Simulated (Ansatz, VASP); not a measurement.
**SrTiO3: VASP beside Ansatz**

File INCAR:

```
  PREC = Accurate
  ENCUT = 520
  EDIFF = 1E-8
  ISMEAR = -1
  SIGMA = 0.05
  LREAL = F
  LASPH = T
  NELM = 80
  ALGO = Normal
  ISIF = 2
  LWAVE = F
  LCHARG = F
  GGA = PS
  LEFG = T
  NBANDS = 28
```

KPOINTS

```
Automatic mesh
0
Gamma
  7 7 7
```

File POSCAR:

```
SrTiO3
1.0
    3.9563874719      0.0000000000      0.0000000000
    0.0000000000      3.9563874719      0.0000000000
    0.0000000000      0.0000000000      3.9563874719
Sr Ti O
1 1 3
Direct
    0.0000000000      0.0000000000      0.0000000000
    0.5000000000      0.5000000000      0.5000000000
    0.0000000000      0.5000000000      0.5000000000
    0.5000000000      0.0000000000      0.5000000000
    0.5000000000      0.5000000000      0.0000000000
```

Input for Ansatz:

```yaml
crystal:
  lattice:
    - [3.9563874719, 0.0, 0.0]
    - [0.0, 3.9563874719, 0.0]
    - [0.0, 0.0, 3.9563874719]
  atoms:
    - { symbol: Sr, position: [0.0, 0.0, 0.0] }
    - { symbol: Ti, position: [0.5, 0.5, 0.5] }
    - { symbol: O, position: [0.0, 0.5, 0.5] }
    - { symbol: O, position: [0.5, 0.0, 0.5] }
    - { symbol: O, position: [0.5, 0.5, 0.0] }
kpoints:
  mp_grid: { grid: [7, 7, 7] }
scf:
  occupations: { method: fermi_dirac, width: 0.05 }
hamiltonian:
  xc: pbesol
  pseudopotentials: { kind: paw }
output:
  forces: true
  stress: true
  eigenvalues: true
  efg: { contact_densities: true }
```

Change from the starting cell: volume scaled by 1.04, PAW files.

Alike in both runs: task electric field gradients; functional PBEsol; k mesh 7 × 7 × 7; occupations fermi-dirac, width 0.05 eV; no spin polarisation.

```csv
,VASP,Ansatz
version,VASP 6.6.1,Ansatz 0.2.0
potentials or method,"VASP PAW PBE potentials, release 64 (Sr_sv, Ti_sv, O)","PAW with Ansatz's default frozen-core files, scalar-relativistic"
plane-wave cutoff (eV),520,420
valence electrons in the cell,40,40
```

|  | VASP | Ansatz | Ansatz less VASP |
| --- | --- | --- | --- |
| pressure (GPa) | -7.7 | -8.3 | -0.59 |
| size of Vzz on the site where it differs most (V/Å²) | 13.3 | 14.8 | +1.52 |

VASP's potentials were made for PBE, not for PBEsol.
